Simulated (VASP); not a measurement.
# B6P7 in VASP: notebook

B6P7 is run at these levels: PBE; tasks: single point.

Program: VASP 6.6.1. These are calculated values, not measurements. Logs are shortened: lines on timing, memory, paths and dates and some standing lists are left out, and cuts for length are marked.

## Step 1: The cell of the first run

The cell holds a disordered packing, 26 atoms: a = 7.029 Å, b = 7.281 Å, c = 7.183 Å, α = 88.49°, β = 89.27°, γ = 82.55°.

## Step 2: Single point, PBE

Contents of INCAR:

```
SYSTEM = B6P7
ALGO = Normal ; EDIFF = 1E-6
ENCUT = 420 ; GGA = PE
GGA_COMPAT = .FALSE. ; ISIF = 2
ISMEAR = -1 ; ISYM = -1
LASPH = .TRUE. ; LCHARG = .TRUE.
LELF = .TRUE. ; LREAL = Auto
LVHAR = .TRUE. ; LWAVE = .FALSE.
NBANDS = 72 ; NELM = 120
PREC = Accurate ; SIGMA = 0.05
```

Contents of KPOINTS:

```
explicit points
1
Reciprocal
  0.25000000   0.25000000   0.25000000 1
```

Contents of POSCAR:

```
B6P7
1.0
    7.0133910000      0.4643600000      0.0424130000
    0.4643600000      7.2659330000      0.0942560000
    0.0424130000      0.0942560000      7.1824730000
P B
14 12
Direct
    0.9616283081      0.1377042827      0.1892419232
    0.8707281316      0.4390191834      0.2092568417
    0.6237967996      0.2427176665      0.6239540768
    0.1915857044      0.0085505005      0.0088896038
    0.7104618720      0.4300837308      0.8813906030
    0.4953748608      0.8659073700      0.5882786752
    0.2983467095      0.9241608177      0.2986243762
    0.1180229649      0.6583332834      0.4046673660
    0.8412212657      1.0218315102      0.7159990064
    0.2901394917      0.3342279074      0.0140812681
    0.2969538308      0.2585979629      0.5207630976
    0.2408905976      0.6354718098      0.8822615938
    0.5359191047      0.5039939140      0.3439313469
    0.8301003210      0.8029206627      0.4786419476
    0.6291839326      0.8870243988      0.8247570231
    0.4836942841      0.7266152175      0.1986848026
    0.5234767188      0.6567615701      0.8021429476
    0.5263976581      0.2696568657      0.8767957942
    0.6102396199      0.8767345703      0.0865884791
    0.4335052288      0.3087508410      0.2386011230
    0.0935997201      0.5545746774      0.1568450260
    0.7602831127      0.9797366458      0.2715382369
    0.5477842220      0.0890335481      0.1848595716
    0.4989283466      0.0607934476      0.9559658358
    0.2492989183      0.5173720107      0.6099154245
    0.4559465809      0.6045010686      0.5616022622
```

Potentials or basis: VASP PAW PBE potentials, release 64 (P, B).

Started as:

```bash
cat potpaw_PBE.64/P/POTCAR potpaw_PBE.64/B/POTCAR > POTCAR
mpirun -np 1 vasp_std > vasp.out
```

OUTCAR:

```text
SYSTEM = B6P7
   EDIFF = 1E-6
   ENCUT = 420
   GGA = PE
   ISIF = 2
   ISMEAR = -1
   ISYM = -1
   LASPH = .TRUE.
   LREAL = Auto
   NELM = 120
   PREC = Accurate

 ion  position               nearest neighbor table
   1  0.962  0.138  0.189-  22 2.01   4 2.19   2 2.21   7 2.77
   2  0.871  0.439  0.209-  21 1.90   1 2.21  13 2.52   5 2.63   8 2.91
   3  0.624  0.243  0.624-  18 1.94   9 2.17  11 2.41   5 2.46  13 2.75
   4  0.192  0.009  0.009-   1 2.19   7 2.26  24 2.27  10 2.56  12 2.86
   5  0.710  0.430  0.881-  18 1.85  17 2.05   3 2.46   2 2.63
   6  0.495  0.866  0.588-  15 1.97  26 1.97  17 2.13  14 2.46   7 2.51
   7  0.298  0.924  0.299-  16 1.96   4 2.26  23 2.37   6 2.51   8 2.54   1 2.77  11 2.95
   8  0.118  0.658  0.405-  25 1.95  21 1.97  14 2.22   7 2.54   2 2.91
   9  0.841  0.022  0.716-  15 2.03   3 2.17  14 2.37
  10  0.290  0.334  0.014-  20 1.90  18 1.93  21 2.24  12 2.35  24 2.36   4 2.56
  11  0.297  0.259  0.521-  25 1.99  20 2.27   3 2.41  13 2.87   7 2.95
  12  0.241  0.635  0.882-  17 2.08  25 2.15  21 2.31  10 2.35   4 2.86
  13  0.536  0.504  0.344-  26 1.80  20 1.86  16 1.90   2 2.52   3 2.75  11 2.87
  14  0.830  0.803  0.479-  22 1.97   8 2.22   9 2.37   6 2.46
  15  0.629  0.887  0.825-  24 1.75  19 1.88  17 1.93   6 1.97   9 2.03
  16  0.484  0.727  0.199-  19 1.68  13 1.90   7 1.96
  17  0.523  0.657  0.802-  26 1.86  15 1.93   5 2.05  12 2.08   6 2.13
  18  0.526  0.270  0.877-  24 1.64   5 1.85  10 1.93   3 1.94
  19  0.610  0.877  0.087-  16 1.68  23 1.72  24 1.72  15 1.88  22 1.93
  20  0.434  0.309  0.239-  23 1.75  13 1.86  10 1.90  11 2.27
  21  0.094  0.555  0.157-   2 1.90   8 1.97  10 2.24  12 2.31
  22  0.760  0.980  0.272-  23 1.72  19 1.93  14 1.97   1 2.01
  23  0.548  0.089  0.185-  24 1.71  22 1.72  19 1.72  20 1.75   7 2.37
  24  0.499  0.061  0.956-  18 1.64  23 1.71  19 1.72  15 1.75   4 2.27  10 2.36
  25  0.249  0.517  0.610-  26 1.69   8 1.95  11 1.99  12 2.15
  26  0.456  0.605  0.562-  25 1.69  13 1.80  17 1.86   6 1.97

IMPORTANT INFORMATION: All symmetrisations will be switched off!
NOSYMM: (Re-)initialisation of all symmetry stuff for point group C_1.

----------------------------------------------------------------------------------------

                                     Primitive cell

  volume of cell :     364.3900

  direct lattice vectors                    reciprocal lattice vectors
     7.013391000  0.464360000  0.042413000     0.143194064 -0.009142006 -0.000725600
     0.464360000  7.265933000  0.094256000    -0.009142006  0.138235665 -0.001760090
     0.042413000  0.094256000  7.182473000    -0.000725600 -0.001760090  0.139255194

  length of vectors
     7.028874902  7.281366408  7.183216651     0.143487430  0.138548812  0.139268207

  position of ions in fractional coordinates (direct lattice)
     0.961628308  0.137704283  0.189241923
     0.870728132  0.439019183  0.209256842
     0.623796800  0.242717666  0.623954077
     0.191585704  0.008550501  0.008889604
     0.710461872  0.430083731  0.881390603
     0.495374861  0.865907370  0.588278675
[... 18 lines left out ...]
     0.249298918  0.517372011  0.609915425
     0.455946581  0.604501069  0.561602262

  ion indices of the primitive-cell ions
   primitive index   ion index
                 1           1
                 2           2
                 3           3
                 4           4
                 5           5
                 6           6
[... 18 lines left out ...]
                25          25
                26          26

----------------------------------------------------------------------------------------

 KPOINTS: explicit points

Read explicit list of k-points.

 Found      1 k-points:

 Following reciprocal coordinates:
            Coordinates               Weight
  0.250000  0.250000  0.250000      1.000000
   k-points           NKPTS =      1   k-points in BZ     NKDIM =      1   number of bands    NBANDS=     72
   number of dos      NEDOS =    301   number of ions     NIONS =     26
   total plane-waves  NPLWV = 115200
   dimension x,y,z NGX =    48 NGY =   50 NGZ =   48
   dimension x,y,z NGXF=    96 NGYF=  100 NGZF=   96
   ions per type =              14  12
   NGX,Y,Z   is equivalent  to a cutoff of  11.35, 11.42, 11.11 a.u.
   NGXF,Y,Z  is equivalent  to a cutoff of  22.71, 22.83, 22.22 a.u.
 SYSTEM =  B6P7
   PREC   = accura    normal or accurate (medium, high low for compatibility)
   ISTART =      0    job   : 0-new  1-cont  2-samecut
   ICHARG =      2    charge: 1-file 2-atom 10-const
   ISPIN  =      1    spin polarized calculation?
   LNONCOLLINEAR =      F non collinear calculations
   LSORBIT =      F    spin-orbit coupling
   LASPH  =      T    aspherical Exc in radial PAW
   ENCUT  =  420.0 eV  30.87 Ry    5.56 a.u.  11.75 12.17 12.00*2*pi/ulx,y,z
   NELM   =    120;   NELMIN=  2; NELMDL= -5     # of ELM steps
   EDIFF  = 0.1E-05   stopping-criterion for ELM
   LREAL  =      T    real-space projection
   EDIFFG = 0.1E-04   stopping-criterion for IOM
   NSW    =      0    number of steps for IOM
   IBRION =     -1    ionic relax: 0-MD 1-quasi-New 2-CG
   NFREE  =      0    steps in history (QN), initial steepest desc. (CG)
   ISIF   =      2    stress and relaxation
   ISYM   =     -1    0-nonsym 1-usesym 2-fastsym
   POTIM  = 0.5000    time-step for ionic-motion
   TEBEG  =    0.0;   TEEND  =   0.0 temperature during run
   PSTRESS=    0.0 pullay stress
   NELECT =     106.0000    total number of electrons
   NUPDOWN=      -1.0000    fix difference up-down
   EMIN   =  10.00;   EMAX   =-10.00  energy-range for DOS
   EFERMI =   0.00;   METHOD = LEGACY
   ISMEAR =    -1;   SIGMA  =   0.05  broadening in eV -4-tet -1-fermi 0-gaus
   EFERMI_NEDOS =   21; number of points for ismear=-14 and -15
   IALGO  =     38    algorithm
   IMIX   =      4    mixing-type and parameters
     AMIX     =   0.40;   BMIX     =  1.00
     AMIX_MAG =   1.60;   BMIX_MAG =  1.00
  volume/ion in A,a.u.               =      14.01        94.58
  Fermi-wavevector in a.u.,A,eV,Ry     =   1.084729  2.049841 16.009122  1.176637
  Thomas-Fermi vector in A             =   2.220826
   LORBIT       =      0    0 simple, 1 ext, 2 COOP (PROOUT), +10 PAW based schemes
   GGA     = PE    functional components
   LHFCALC =     F    Hartree Fock is set to
   AEXX    =    0.0000 exact exchange contribution
   IVDW    =     0    specifies the selected vdW correction
   LEPSILON=     F    determine dielectric tensor
   LRPA    =     F    only Hartree local field effects (RPA)
 non-spin polarized calculation
  energy-cutoff  :      420.00
  volume of cell :      364.39
 maximum number of plane-waves:      7122
 NGX is ok and might be reduce to    48
   NGX = 23   NGY = 25   NGZ = 23

 number of electron     106.0000005 magnetization

 Free energy of the ion-electron system (eV)
  ---------------------------------------------------
  ext. energy  EPLUGINS =         0.00000000
  ---------------------------------------------------
  free energy    TOTEN  =      -142.62443177 eV

  energy without entropy =     -142.60526225  energy(sigma->0) =     -142.61484701

 E-fermi :   5.9514     XC(G=0): -10.1189

 val. band max:        5.7550120292   @ k =   0.2500   0.2500   0.2500
 cond. band min:       6.1483710574   @ k =   0.2500   0.2500   0.2500
 fundamental gap:      0.3933590282
 Fermi energy:         5.9514466636

 k-point     1 :       0.2500    0.2500    0.2500
  band No.  band energies     occupation
      1      -9.3533      2.00000
      2      -8.4926      2.00000
      3      -8.1669      2.00000
      4      -7.6493      2.00000
      5      -7.3533      2.00000
      6      -6.9390      2.00000
[... 57 lines left out ...]
     64       8.3653      0.00000
     65       8.6434      0.00000
 [bands above 65 left out]

------------------------ aborting loop because EDIFF is reached ----------------------------------------

  FORCE on cell =-STRESS in cart. coord.  units (eV):
  Direction    XX          YY          ZZ          XY          YZ          ZX
  --------------------------------------------------------------------------------------
  -------------------------------------------------------------------------------------
  Total        1.4529894      2.3010474     -1.4824887     -4.2960763     -5.6621476     -2.6225748
  in kB        6.3886133     10.1174185     -6.5183177    -18.8893117    -24.8957569    -11.5311343
  external PRESSURE =       3.3292381 kB  Pullay stress =       0.0000000 kB

 VOLUME and BASIS-vectors are now :
 -----------------------------------------------------------------------------
  energy-cutoff  :      420.00
  volume of cell :      364.39
      direct lattice vectors                 reciprocal lattice vectors
     7.013391000  0.464360000  0.042413000     0.143194064 -0.009142006 -0.000725600
     0.464360000  7.265933000  0.094256000    -0.009142006  0.138235665 -0.001760090
     0.042413000  0.094256000  7.182473000    -0.000725600 -0.001760090  0.139255194

 POSITION                                       TOTAL-FORCE (eV/Angst)
 -----------------------------------------------------------------------------------
      6.81625      1.46493      1.41299        -1.041310     -0.163172      0.579208
      6.31950      3.61394      1.58129         0.043030     -0.545076     -0.866130
      4.51410      2.11205      4.53087        -0.660846      1.483597     -0.325956
      1.34801      0.15193      0.07278         0.408900      0.495210     -0.543330
      5.21984      3.53795      6.40124         0.298372      0.776517     -0.615346
      3.90130      6.57711      4.32792        -0.252164     -1.555696      0.329443
[... 18 lines left out ...]
      2.01455      3.93244      4.44004        -0.267789      0.336162     -0.031278
      3.50226      4.65692      4.11001        -0.056969      1.027001      2.787517
 -----------------------------------------------------------------------------------
    total drift:                                0.000847      0.001858     -0.000166

  FREE ENERGIE OF THE ION-ELECTRON SYSTEM (eV)
  ---------------------------------------------------
  free  energy   TOTEN  =      -142.6244317709 eV

  energy  without entropy=     -142.6052622454  energy(sigma->0) =     -142.61484701
```

Run time: 61 s. Hardware: 1 thread of Intel Xeon 8259CL, shared host; peak memory 0.33 GiB.

Results:

```yaml
Free_energy: -142.6244 eV
Pressure: 0.3 GPa
Largest_force: 2.971 eV/Å
```

Forces in eV/Å, atoms in the order of the input:
```
P   -1.041 -0.163  0.579
P    0.043 -0.545 -0.866
P   -0.661  1.484 -0.326
P    0.409  0.495 -0.543
P    0.298  0.777 -0.615
P   -0.252 -1.556  0.329
P    0.143 -0.658 -0.091
P   -0.077  1.136 -0.294
P    0.030 -1.994 -0.130
P   -0.684  1.222  0.024
P    0.225 -0.448 -0.254
P   -0.296 -0.062 -0.046
P    1.756  0.280 -2.017
P   -0.701  1.408 -0.400
B   -0.862 -0.700  0.973
B    0.533  0.056 -0.203
B    0.998  0.416 -0.207
B    0.004 -0.325  0.255
B    0.238  0.237 -0.931
B   -0.533 -1.014  1.514
B    0.038 -0.053 -0.248
B    0.448 -0.516 -0.646
B    0.040  0.663  0.930
B    0.229 -1.505  0.458
B   -0.268  0.336 -0.031
B   -0.057  1.027  2.788
```

Levels at points of the mesh, in eV from the Fermi level:
| k point | band 50 | band 51 | band 52 | band 53 | band 54 | band 55 | band 56 | band 57 |
| --- | --- | --- | --- | --- | --- | --- | --- | --- |
| (0.25, 0.25, 0.25) | -1.04 | -0.74 | -0.62 | -0.20 | 0.20 | 0.43 | 0.62 | 0.92 |

Caveat: the atoms stand as in a frame of molecular dynamics.

(Continued in part 2 of 2.)
